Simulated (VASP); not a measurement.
GdO:

```
Gd O
1.0
     0.00000    2.70000    2.70000
     2.70000    0.00000    2.70000
     2.70000    2.70000    0.00000
Gd O
1 1
Direct
  0.00000 0.00000 0.00000
  0.75000 0.75000 0.75000
```

Base run:

| Quantity | Value |
| --- | --- |
| Program | VASP 6.6.1 |
| Functional | PBEsol |
| Potentials or basis | VASP PAW PBE potentials, release 64 (Gd, O) |
| Cutoff | 520 eV |
| k mesh | 9 × 9 × 9 |
| Occupations | fermi-dirac, width 0.05 eV |
| Spin | collinear spin, ferromagnetic start |
| Starting moments | [7.0, 0.0] μB |

Its results: pressure -4.4 GPa; net moment 7.52 μB per cell; site moments Gd +6.87; O -0.03 μB.

Task: The run is repeated on the same cell with these changes: functional from PBEsol to LDA; further incar settings from ALGO = Normal; EDIFF = 1e-07; NBANDS = 23 to ALGO = Normal; EDIFF = 1e-06; NBANDS = 23. What comes out?

Result: Pressure -7.4 GPa; net moment 6.85 μB per cell; site moments Gd +6.64; O -0.05 μB.

Caveats: the PAW data sets were made with another functional, which shifts forces and pressure a little; a cell with one magnetic atom can't hold antiferromagnetic order, which such compounds often take.
